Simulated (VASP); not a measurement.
# W15C16 (a cell with a defect) in VASP: single point with PBE

Aim: the single point of W15C16 (a cell with a defect) with PBE.

Everything below comes from runs of VASP 6.6.1. Logs are shortened: lines on timing, memory, paths and dates and some standing lists are left out, and cuts for length are marked.

### Step 1. The cell of the first run

The cell holds a defect, 31 atoms: a = 8.158 Å, b = 8.158 Å, c = 5.844 Å, α = 69.01°, β = 69.01°, γ = 76.68°.

### Step 2. Single point, PBE

Contents of INCAR:

```
SYSTEM = W15C16
ALGO     = Normal         ! electronic algorithm
EDIFF    = 1E-6           ! SCF threshold, eV
ENCUT    = 520            ! plane-wave cutoff, eV
GGA      = PE             ! functional
GGA_COMPAT= .FALSE.      
ISIF     = 2              ! what is computed and relaxed
ISMEAR   = 1              ! smearing method
LASPH    = .TRUE.         ! aspherical terms in the spheres
LCHARG   = .FALSE.        ! write CHGCAR
LREAL    = Auto         
LWAVE    = .FALSE.        ! write WAVECAR
NBANDS   = 158            ! bands
NELM     = 120            ! most SCF steps
PREC     = Accurate       ! precision mode
SIGMA    = 0.1            ! smearing width, eV
```

Contents of KPOINTS:

```
k-points
0
G
  2 2 3
  0 0 0
```

Contents of POSCAR:

```
W15C16
1.0
   -2.9220740600      5.0611807300      5.6926483200
    5.8441481100      0.0000000000      5.6926483200
    2.9220740600      5.0611807300      0.0000000000
W C
15 16
Direct
    0.0075494800     -0.0081136300      0.0045882100
    0.2545083200      0.2437987300      0.2525440800
    0.0075281200     -0.0080897900      0.4954926800
    0.2545182700      0.2437959400      0.7485575800
   -0.0000162100      0.4958630400      0.0017983000
    0.5005327700      0.4990512900      0.4911897300
    0.0201936800      0.5083034800      0.4854860100
    0.2485639900      0.7511452400      0.7498409100
    0.4911155800     -0.0208043400      0.0145817700
    0.7478920700      0.2516625300      0.2499189100
    0.5037844600     -0.0003715800      0.4980182800
    0.7543718800      0.2452130500      0.7499017100
    0.5005245500      0.4990581100      0.0086397700
    0.7557568300      0.7450033900      0.2473559900
    0.7557544300      0.7450121000      0.7512996400
    0.0344371100      0.2110584800      0.1269617300
    0.2919191900      0.4500575300      0.3787350400
    0.0379064000      0.2119027900      0.6248180300
    0.2888466200      0.4677901500      0.8713880000
    0.0350562300      0.7090620200      0.1144166600
    0.2906482400      0.9643737900      0.3851071100
    0.0350345200      0.7090801500      0.6408921400
    0.2906680800      0.9643504100      0.8592924900
    0.5386292700      0.2109764900      0.1156112300
    0.7886899200      0.4608171700      0.3847619600
    0.5386345100      0.2109715600      0.6342110500
    0.7886813300      0.4608228500      0.8651503100
    0.5495404200      0.7076033200      0.1211461800
    0.7883316300      0.9652336400      0.3729381200
    0.5321848800      0.7103092000      0.6284686100
    0.7876074500      0.9617858500      0.8750415300
```

Potentials or basis: VASP PAW PBE potentials, release 64 (W_sv, C).

The run is started by

```bash
$ cat potpaw_PBE.64/W_sv/POTCAR potpaw_PBE.64/C/POTCAR > POTCAR
$ mpirun -np 1 vasp_std > vasp.out
```

OUTCAR:

```text
SYSTEM = W15C16
   EDIFF = 1E-6
   ENCUT = 520
   GGA = PE
   ISIF = 2
   ISMEAR = 1
   LASPH = .TRUE.
   LREAL = Auto
   NELM = 120
   PREC = Accurate

 ion  position               nearest neighbor table
   1  0.008  0.992  0.005-  20 2.14  23 2.14  29 2.23  16 2.23  31 2.27  18 2.27  14 2.84   4 2.84
                             8 2.86   3 2.87  12 2.96   3 2.98  10 2.99
   2  0.255  0.244  0.253-  21 2.11  24 2.15  17 2.18  18 2.23  16 2.27  19 2.29   3 2.84  13 2.85
                            11 2.89   4 2.90   7 2.92   9 2.94   4 2.95   5 2.96
   3  0.008  0.992  0.495-  22 2.14  21 2.14  29 2.23  16 2.23  31 2.27  18 2.27  15 2.84   2 2.84
                             8 2.86   1 2.87  12 2.96   1 2.98  10 2.99
   4  0.255  0.244  0.749-  23 2.12  26 2.15  17 2.18  18 2.23  16 2.27  19 2.29   1 2.84   6 2.85
                            11 2.89   2 2.90   7 2.92   9 2.94   2 2.95   5 2.96
   5  1.000  0.496  0.002-  16 2.15  20 2.17  22 2.17  19 2.19  25 2.25  27 2.25  10 2.83   8 2.87
                            14 2.89  15 2.89   7 2.93   7 2.93   2 2.96   4 2.96
   6  0.501  0.499  0.491-  26 2.18  25 2.18  28 2.19  17 2.19  30 2.24  19 2.24  13 2.82  14 2.85
                             4 2.85  10 2.87   8 2.97  12 2.98  13 3.02
   7  0.020  0.508  0.485-  17 2.07  22 2.18  20 2.18  18 2.25  27 2.32  25 2.32   4 2.92   2 2.92
                             5 2.93   5 2.93  15 2.94  14 2.94  12 3.01
   8  0.249  0.751  0.750-  19 2.14  30 2.15  21 2.19  23 2.19  22 2.19  20 2.19   3 2.86   1 2.86
                            11 2.87   5 2.87  13 2.97   6 2.97
   9  0.491  0.979  0.015-  28 2.06  21 2.18  23 2.18  31 2.25  24 2.32  26 2.32  14 2.92  15 2.92
                            11 2.93  11 2.93   2 2.94   4 2.94  12 3.01
  10  0.748  0.252  0.250-  29 2.17  16 2.17  24 2.25  26 2.25  27 2.25  25 2.25  11 2.82   5 2.83
                             6 2.87  13 2.87  12 2.92  12 2.92   1 2.99   3 2.99
  11  0.504  1.000  0.498-  29 2.15  23 2.17  21 2.17  30 2.19  26 2.25  24 2.25  10 2.82   8 2.87
                             4 2.89   2 2.89   9 2.93   9 2.93  15 2.96  14 2.96
  12  0.754  0.245  0.750-  31 2.14  18 2.14  25 2.20  27 2.20  26 2.20  24 2.20  10 2.92  10 2.92
                             3 2.96   1 2.96   6 2.98  13 2.98   7 3.01   9 3.01
  13  0.501  0.499  0.009-  24 2.18  27 2.18  28 2.19  17 2.19  30 2.24  19 2.24   6 2.82  15 2.85
                             2 2.85  10 2.87   8 2.97  12 2.98   6 3.02
  14  0.756  0.745  0.247-  20 2.11  25 2.15  28 2.18  31 2.23  29 2.27  30 2.29   1 2.84   6 2.85
                             5 2.89  15 2.90   9 2.92   7 2.94  15 2.95  11 2.96
  15  0.756  0.745  0.751-  22 2.11  27 2.15  28 2.18  31 2.23  29 2.27  30 2.29   3 2.84  13 2.85
                             5 2.89  14 2.90   9 2.92   7 2.94  14 2.95  11 2.96
  16  0.034  0.211  0.127-   5 2.15  10 2.17   1 2.23   3 2.23   2 2.27   4 2.27
  17  0.292  0.450  0.379-   7 2.07   4 2.18   2 2.18   6 2.19  13 2.19
  18  0.038  0.212  0.625-  12 2.14   4 2.23   2 2.23   7 2.25   3 2.27   1 2.27
  19  0.289  0.468  0.871-   8 2.14   5 2.19  13 2.24   6 2.24   2 2.29   4 2.29
  20  0.035  0.709  0.114-  14 2.11   1 2.14   5 2.17   7 2.18   8 2.19
  21  0.291  0.964  0.385-   2 2.11   3 2.14  11 2.17   9 2.18   8 2.19
  22  0.035  0.709  0.641-  15 2.11   3 2.14   5 2.17   7 2.18   8 2.19
  23  0.291  0.964  0.859-   4 2.12   1 2.14  11 2.17   9 2.18   8 2.19
  24  0.539  0.211  0.116-   2 2.15  13 2.18  12 2.20  10 2.25  11 2.25   9 2.32
  25  0.789  0.461  0.385-  14 2.15   6 2.18  12 2.20  10 2.25   5 2.25   7 2.32
  26  0.539  0.211  0.634-   4 2.15   6 2.18  12 2.20  10 2.25  11 2.25   9 2.32
  27  0.789  0.461  0.865-  15 2.15  13 2.18  12 2.20  10 2.25   5 2.25   7 2.32
  28  0.550  0.708  0.121-   9 2.06  14 2.18  15 2.18   6 2.19  13 2.19
  29  0.788  0.965  0.373-  11 2.15  10 2.17   1 2.23   3 2.23  15 2.27  14 2.27
  30  0.532  0.710  0.628-   8 2.15  11 2.19  13 2.24   6 2.24  15 2.29  14 2.29
  31  0.788  0.962  0.875-  12 2.14  14 2.23  15 2.23   9 2.25   3 2.27   1 2.27

  LATTYP: Found a body centered orthorhombic cell.
 ALAT       =     5.8441481153
 B/A-ratio  =     1.7320508070
 C/A-ratio  =     1.9481533348

  Lattice vectors:

 A1 = (   2.9220740600,  -5.0611807300,  -5.6926483200)
 A2 = (  -2.9220740500,   5.0611807300,  -5.6926483200)
 A3 = (   5.8441481100,   0.0000000000,   5.6926483200)

Analysis of symmetry for initial positions (statically):
=====================================================================
 Subroutine PRICEL returns:
 Original cell was already a primitive cell.

 Routine SETGRP: Setting up the symmetry group for a
 body centered orthorhombic supercell.

 Subroutine GETGRP returns: Found  1 space group operations
 (whereof  1 operations were pure point group operations)
 out of a pool of  8 trial point group operations.

The static configuration has the point symmetry C_1 .

Analysis of symmetry for dynamics (positions and initial velocities):
=====================================================================
 Subroutine PRICEL returns:
 Original cell was already a primitive cell.

 Routine SETGRP: Setting up the symmetry group for a
 body centered orthorhombic supercell.

[... 134 lines left out ...]
 Subroutine IBZKPT returns following result:
 ===========================================

 Found      8 irreducible k-points:

 Following reciprocal coordinates:
            Coordinates               Weight
  0.000000  0.000000  0.000000      1.000000
  0.500000  0.000000 -0.000000      1.000000
  0.000000  0.500000  0.000000      1.000000
  0.500000  0.500000  0.000000      1.000000
  0.000000 -0.000000  0.333333      2.000000
  0.500000  0.000000  0.333333      2.000000
 -0.000000  0.500000  0.333333      2.000000
  0.500000  0.500000  0.333333      2.000000
   k-points           NKPTS =      8   k-points in BZ     NKDIM =      8   number of bands    NBANDS=    158
   number of dos      NEDOS =    301   number of ions     NIONS =     31
   total plane-waves  NPLWV = 196608
   dimension x,y,z NGX =    64 NGY =   64 NGZ =   48
   dimension x,y,z NGXF=   128 NGYF=  128 NGZF=   96
   ions per type =              15  16
   NGX,Y,Z   is equivalent  to a cutoff of  13.04, 13.04, 13.65 a.u.
   NGXF,Y,Z  is equivalent  to a cutoff of  26.08, 26.08, 27.31 a.u.
 SYSTEM =  W15C16
   PREC   = accura    normal or accurate (medium, high low for compatibility)
   ISTART =      0    job   : 0-new  1-cont  2-samecut
   ICHARG =      2    charge: 1-file 2-atom 10-const
   ISPIN  =      1    spin polarized calculation?
   LNONCOLLINEAR =      F non collinear calculations
   LSORBIT =      F    spin-orbit coupling
   LASPH  =      T    aspherical Exc in radial PAW
   ENCUT  =  520.0 eV  38.22 Ry    6.18 a.u.  15.17 15.17 10.87*2*pi/ulx,y,z
   NELM   =    120;   NELMIN=  2; NELMDL= -5     # of ELM steps
   EDIFF  = 0.1E-05   stopping-criterion for ELM
   LREAL  =      T    real-space projection
   EDIFFG = 0.1E-04   stopping-criterion for IOM
   NSW    =      0    number of steps for IOM
   IBRION =     -1    ionic relax: 0-MD 1-quasi-New 2-CG
   NFREE  =      0    steps in history (QN), initial steepest desc. (CG)
   ISIF   =      2    stress and relaxation
   ISYM   =      2    0-nonsym 1-usesym 2-fastsym
   POTIM  = 0.5000    time-step for ionic-motion
   TEBEG  =    0.0;   TEEND  =   0.0 temperature during run
   PSTRESS=    0.0 pullay stress
   NELECT =     274.0000    total number of electrons
   NUPDOWN=      -1.0000    fix difference up-down
   EMIN   =  10.00;   EMAX   =-10.00  energy-range for DOS
   EFERMI =   0.00;   METHOD = LEGACY
   ISMEAR =     1;   SIGMA  =   0.10  broadening in eV -4-tet -1-fermi 0-gaus
   EFERMI_NEDOS =   21; number of points for ismear=-14 and -15
   IALGO  =     38    algorithm
   IMIX   =      4    mixing-type and parameters
     AMIX     =   0.40;   BMIX     =  1.00
     AMIX_MAG =   1.60;   BMIX_MAG =  1.00
  volume/ion in A,a.u.               =      10.86        73.31
  Fermi-wavevector in a.u.,A,eV,Ry     =   1.528337  2.888139 31.780692  2.335815
  Thomas-Fermi vector in A             =   2.636110
   LORBIT       =      0    0 simple, 1 ext, 2 COOP (PROOUT), +10 PAW based schemes
   GGA     = PE    functional components
   LHFCALC =     F    Hartree Fock is set to
   AEXX    =    0.0000 exact exchange contribution
   IVDW    =     0    specifies the selected vdW correction
   LEPSILON=     F    determine dielectric tensor
   LRPA    =     F    only Hartree local field effects (RPA)
 non-spin polarized calculation
 Methfessel and Paxton  Order N= 1 SIGMA  =   0.10
  energy-cutoff  :      520.00
  volume of cell :      336.76
 maximum number of plane-waves:      9078
 NGX is ok and might be reduce to    64
   NGX = 31   NGY = 31   NGZ = 21

 number of electron     274.0000000 magnetization

 Free energy of the ion-electron system (eV)
  ---------------------------------------------------
  ext. energy  EPLUGINS =         0.00000000
  ---------------------------------------------------
  free energy    TOTEN  =      -339.21164531 eV

  energy without entropy =     -339.20425363  energy(sigma->0) =     -339.20918142

 E-fermi :  10.1233     XC(G=0): -13.3778

 val. band max:       10.1007077800   @ k =   0.0000   0.0000   0.0000
 cond. band min:      10.1323478352   @ k =   0.5000   0.0000  -0.0000
 fundamental gap:      0.0316400552
 Fermi energy:        10.1233442000

 k-point     1 :       0.0000    0.0000    0.0000
  band No.  band energies     occupation
      1     -64.1460      2.00000
      2     -64.0118      2.00000
      3     -63.9882      2.00000
      4     -63.9819      2.00000
      5     -63.9610      2.00000
      6     -63.8904      2.00000
[... 1205 lines left out ...]
    148      12.5321      0.00000
    149      12.7601      0.00000
 [bands above 149 left out]

------------------------ aborting loop because EDIFF is reached ----------------------------------------

  FORCE on cell =-STRESS in cart. coord.  units (eV):
  Direction    XX          YY          ZZ          XY          YZ          ZX
  --------------------------------------------------------------------------------------
  -------------------------------------------------------------------------------------
  Total        3.7474253      0.5289419    -12.9353505     -2.7783188      0.0142460     -0.0145775
  in kB       17.8289660      2.5165243    -61.5419668    -13.2182890      0.0677778     -0.0693547
  external PRESSURE =     -13.7321588 kB  Pullay stress =       0.0000000 kB

 VOLUME and BASIS-vectors are now :
 -----------------------------------------------------------------------------
  energy-cutoff  :      520.00
  volume of cell :      336.76
      direct lattice vectors                 reciprocal lattice vectors
    -2.922074060  5.061180730  5.692648320    -0.085555669  0.049395588  0.087832582
     5.844148110  0.000000000  5.692648320     0.085555669 -0.049395588  0.087832582
     2.922074060  5.061180730  0.000000000     0.085555669  0.148186765 -0.087832582

 POSITION                                       TOTAL-FORCE (eV/Angst)
 -----------------------------------------------------------------------------------
      5.78808      0.06143      5.68944         0.932329     -1.168379      0.093300
      1.41906      2.56628      2.83669         0.947822     -0.936219      0.035316
      7.22274      2.54588      5.68945         1.473217     -0.231157     -0.052769
      2.86840      5.07675      2.83673         1.463126     -0.360495      0.121732
     -0.01887      5.07020      8.51533         0.398823     -0.323650      0.957453
      2.88923      5.01929      5.69028         1.082283      0.590531     -0.011686
[... 23 lines left out ...]
      4.43250      5.87428      7.07308        -1.079726      0.649785      0.123970
      5.87631      8.41497      9.95868        -0.915486      0.515625     -0.142485
 -----------------------------------------------------------------------------------
    total drift:                               -0.032797      0.026760     -0.000437

  FREE ENERGIE OF THE ION-ELECTRON SYSTEM (eV)
  ---------------------------------------------------
  free  energy   TOTEN  =      -339.2116453109 eV

  energy  without entropy=     -339.2042536254  energy(sigma->0) =     -339.20918142
```

It took 15 min on 1 thread of Intel Xeon Platinum 8375C at 2.90GHz (Ice Lake), shared host; peak memory 0.63 GiB.

What came out:

```yaml
Free_energy: -339.2116 eV
Pressure: -1.4 GPa
Largest_force: 2.220 eV/Å
Band_gap_on_the_k_mesh: zero (bands 137 and 138 overlap by 0.28 eV)
```

Forces in eV/Å, atoms in the order of the input:
```
W    0.932 -1.168  0.093
W    0.948 -0.936  0.035
W    1.473 -0.231 -0.053
W    1.463 -0.360  0.122
W    0.399 -0.324  0.957
W    1.082  0.591 -0.012
W    1.214 -0.692 -1.681
W    1.537 -0.886 -0.007
W    1.204 -0.712  1.724
W   -0.214  0.125  0.010
W    0.476 -0.185 -0.992
W    0.902 -0.516 -0.016
W    0.031 -1.232 -0.002
W    1.287 -0.356 -0.034
W    1.049 -1.081 -0.124
C   -1.125  0.648 -0.149
C   -1.256  0.739  0.187
C   -0.897  0.537  0.135
C   -1.165  0.651 -0.111
C   -0.604  0.139 -0.227
C   -0.388  0.476  0.215
C   -0.428  0.511 -0.131
C   -0.651  0.078  0.119
C   -0.384  0.938 -0.076
C   -1.022 -0.187  0.079
C   -1.060 -0.129 -0.091
C   -0.387  1.018  0.092
C   -1.275  0.716 -0.196
C   -1.145  0.664  0.150
C   -1.080  0.650  0.124
C   -0.915  0.516 -0.142
```

Stress tensor (GPa, compression positive):
```
 1.78 -1.32 -0.01
-1.32  0.25  0.01
-0.01  0.01 -6.15
```

Caveat: the k points lie up to 0.42 Å⁻¹ apart; spin-orbit coupling is left out, which moves the levels of the heavy elements.
